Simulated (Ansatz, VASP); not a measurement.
# Pt in VASP and in Ansatz

```
CELL_PARAMETERS angstrom
0.00000 2.01308 1.85203
2.01308 0.00000 1.85203
2.01308 2.01308 0.00000
ATOMIC_POSITIONS crystal
Pt 0.00000 0.00000 0.00000
```

Alike in both runs: task single point; functional PBEsol; k mesh 24 × 24 × 24; occupations gaussian, width 0.15 eV; no spin polarisation.

|  | VASP | Ansatz |
| --- | --- | --- |
| version | VASP 6.6.1 | Ansatz 0.2.0 |
| potentials or method | VASP PAW PBE potentials, release 64 (Pt), cutoff 520 eV | scalar-relativistic, plane waves, PAW |
| valence electrons in the cell | 10 | 18 |

```csv
,VASP,Ansatz,Ansatz less VASP
gap on the k mesh at the Fermi level (eV),none,none,-
pressure (GPa),0.8,1.2,+0.39
"traceless stress, the component that is largest in VASP (GPa)",4.13,4.13,+0.006
```

VASP's potentials were made for PBE, not for PBEsol. A gap of «none» marks a metal or a gap that the smearing closes. VASP's potentials hold 10 valence electrons a cell and Ansatz's 18, so a difference there can come from the potentials and not from the codes.

Spin-orbit coupling is off throughout.
